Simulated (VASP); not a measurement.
Input of a VASP 6.6.1 run:

POSCAR

```
SiO2
1.0
   -1.7272593628      1.7272593628      4.1606261884
    1.7272593628     -1.7272593628      4.1606261884
    1.7272593628      1.7272593628     -4.1606261884
Si O
2 4
Direct
    0.7500000000      0.2500000000      0.5000000000
    0.0000000000      0.0000000000      0.0000000000
    0.5409502157      0.0409502157      0.5000000000
    0.7909502157      0.7909502157      0.0000000000
    0.2090497843      0.2090497843      0.0000000000
    0.9590497843      0.4590497843      0.5000000000
```

INCAR.step1

```
  ALGO = Normal
  EDIFF = 1E-4
  ENCUT = 520
  GGA = PE
  ISMEAR = 0
  LASPH = T
  LCHARG = F
  LREAL = F
  LWAVE = T
  NBANDS = 25
  NELM = 100
  PREC = Accurate
  SIGMA = 0.01
```

File INCAR.step2:

```
  ALGO = Normal
  EDIFF = 1E-6
  ENCUT = 520
  ISIF = 2
  ISMEAR = 0
  ISTART = 1
  LASPH = T
  LCHARG = F
  LMIXTAU = T
  LREAL = F
  LWAVE = F
  METAGGA = R2SCAN
  NBANDS = 25
  NELM = 100
  PREC = Accurate
  SIGMA = 0.01
```

The input KPOINTS:

```
k-points
0
Gamma
  8 8 8
```

Potentials or basis: VASP PAW PBE potentials, release 64 (Si, O).

Run with:

```sh
$ cat potpaw_PBE.64/Si/POTCAR potpaw_PBE.64/O/POTCAR > POTCAR
$ cp INCAR.step1 INCAR
$ mpirun -np 1 vasp_std > vasp.out
$ cp INCAR.step2 INCAR
$ mpirun -np 1 vasp_std > vasp.out
```

Task: Estimate the largest force.

Result: 0.328 eV/Å.

Task: Predict the band gap on the k mesh.

Result: 7.77 eV (least direct gap 8.55 eV).

Task: Predict the pressure.

Result: 10.3 GPa.

Stress tensor (GPa, compression positive):
```
 9.42  0.00  0.00
 0.00  9.42  0.00
 0.00  0.00 12.04
```

Caveat: the cell stands under pressure; the PAW data sets were made with another functional, which shifts forces and pressure a little. A k mesh can miss the band edges.
